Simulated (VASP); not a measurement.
AgRh, 2 atoms in the cell. It takes space group P-6m2 (No. 187, hexagonal). The conventional cell has a = 2.778 Å, b = 2.778 Å, c = 4.809 Å, α = 90.00°, β = 90.00°, γ = 120.00°. Ag (site symmetry -6m2) has 6 Ag at 2.78 Å and 6 Rh at 2.89 Å within 3.7 Å. Rh (site symmetry -6m2) has 6 Rh at 2.78 Å and 6 Ag at 2.89 Å within 3.7 Å. 

| Item | Value |
| --- | --- |
| Program | VASP 6.6.1 |
| Task | single point |
| Functional | LDA |
| Potentials or basis | VASP PAW LDA potentials, release 64 (Ag, Rh_pv) |
| Cutoff | 520 eV |
| k mesh | 11 × 11 × 6 |
| Occupations | fermi-dirac, width 0.05 eV |
| Spin | no spin polarisation |
| Dipole correction | no |
| Further INCAR settings | ALGO = Normal; EDIFF = 1e-07; NBANDS = 20 |

Potentials or basis: VASP PAW LDA potentials, release 64 (Ag, Rh_pv).

Launch:

```console
$ cat potpaw_LDA.64/Ag/POTCAR potpaw_LDA.64/Rh_pv/POTCAR > POTCAR
$ mpirun -np 1 vasp_std > vasp.out
```

Hardware: 1 thread of Intel(R) Xeon(R) 6975P-C (Granite Rapids) (shared host).

**Question.** How long does it take, and how much memory?

**Answer.** Run time: 12 s on 1 thread of Intel(R) Xeon(R) 6975P-C (Granite Rapids), with other jobs on the host, peak memory 0.16 GiB. Counts: scf iterations 13, k points 64.
